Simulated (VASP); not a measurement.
Write the native input for VASP 6.6.1 that does the following.

```
Task                   : relaxation of cell and atoms
Functional             : PBE
Potentials or basis    : VASP PAW PBE potentials, release 64 (Zr_sv, Zn, N)
Cutoff                 : 600 eV
k mesh                 : 4 × 4 × 4
Occupations            : gaussian, width 0.1 eV
Spin                   : no spin polarisation
Dipole correction      : no
Further INCAR settings : ALGO = Normal; EDIFF = 1e-06; IBRION = 2; EDIFFG = -0.04; NSW = 90; ISIF = 3
```

The structure of ZrZn4N lies in POSCAR:

```
ZrZn4N
1.0
    0.0000000000      3.6888760600      3.6888760600
    3.6888760600      0.0000000000      3.6888760600
    3.6888760600      3.6888760600      0.0000000000
Zr Zn N
1 4 1
Direct
    0.5000000000      0.5000000000      0.5000000000
    0.1555672300      0.1555672300      0.1555672300
    0.1555672300      0.1555672300      0.5332983200
    0.1555672300      0.5332983200      0.1555672300
    0.5332983200      0.1555672300      0.1555672300
    0.0000000000      0.0000000000      0.0000000000
```

The cell was built from a structure type or drawn by symmetry, and may not be a known phase.

One way to write it, as run:

INCAR

```
SYSTEM = ZrZn4N
PREC     = Accurate       ! precision mode
ENCUT    = 600            ! plane-wave cutoff, eV
EDIFF    = 1E-6           ! SCF threshold, eV
ISMEAR   = 0              ! smearing method
SIGMA    = 0.1            ! smearing width, eV
LREAL    = .FALSE.        ! projectors in reciprocal space
LASPH    = .TRUE.         ! aspherical terms in the spheres
NELM     = 100            ! most SCF steps
ALGO     = Normal         ! electronic algorithm
ISIF     = 3              ! what is computed and relaxed
LWAVE    = .FALSE.        ! write WAVECAR
LCHARG   = .FALSE.        ! write CHGCAR
GGA      = PE             ! functional
IBRION   = 2              ! ionic algorithm
NSW      = 90             ! ionic steps
EDIFFG   = -0.04          ! ionic threshold
```

KPOINTS

```
Automatic mesh
0
G
  4 4 4
  0 0 0
```

Potentials or basis: VASP PAW PBE potentials, release 64 (Zr_sv, Zn, N).

Run with:

```sh
$ cat potpaw_PBE.64/Zr_sv/POTCAR potpaw_PBE.64/Zn/POTCAR potpaw_PBE.64/N/POTCAR > POTCAR
$ mpirun -np 1 vasp_std > vasp.out
```

It gave:

| Quantity | Value |
| --- | --- |
| Relaxed volume | 20.52 Å³/atom |
| Relaxed cell | a = 5.584 Å, b = 5.584 Å, c = 5.584 Å, α = 60.00°, β = 60.00°, γ = 60.00° |
| Space group after relaxing (to 0.1 Å) | F-43m (No. 216) |
| Pressure after relaxing | 0.1 GPa |
| Largest force after relaxing | 0.011 eV/Å |
| Band gap on the k mesh | zero (an odd number of electrons rules out a gap without spin polarisation) |

Caveat: the k points lie up to 0.34 Å⁻¹ apart in the final cell, too coarse for converged energies and pressures of a metal; the volume moved by over 15 % at a fixed basis, so the end points are rough.

Run time: 3.9 min on 1 thread of Intel(R) Xeon(R) 6975P-C (Granite Rapids) (shared host), peak memory 0.28 GiB.
